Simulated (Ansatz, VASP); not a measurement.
Se: VASP beside Ansatz

```xyz
2
Lattice="0.0000 2.5944 2.5944 2.5944 0.0000 2.5944 2.5944 2.5944 0.0000" Properties=species:S:1:pos:R:3 pbc="T T T"
Se   -0.6486   -0.6486   -0.6486
Se    0.6486    0.6486    0.6486
```

Change from the starting cell: volume scaled by 0.58, PAW files.

Alike in both runs: task single point; functional PBEsol; k mesh 11 × 11 × 11; occupations fermi-dirac, width 0.08 eV; no spin polarisation.

|  | VASP | Ansatz |
| --- | --- | --- |
| version | VASP 6.6.1 | Ansatz 0.2.0 |
| potentials or method | VASP PAW PBE potentials, release 64 (Se) | PAW with Ansatz's default frozen-core files, scalar-relativistic |
| plane-wave cutoff (eV) | 520 | 420 |
| valence electrons in the cell | 12 | 32 |

VASP gave:

```
pressure (GPa) : 69.9
```

Question: Which values does Ansatz return?

Answer: Pressure (GPa): 68.8.

VASP's potentials were made for PBE, not for PBEsol. Both programs put the cell under a high pressure, so it lies far from rest at this level. The functional is the same, so the differences come from potentials, cutoffs and numerics. VASP's potentials hold 12 valence electrons a cell and Ansatz's 32, so a difference there can come from the potentials and not from the codes.

Noted on VASP's run: the cell as given lies far from equilibrium.
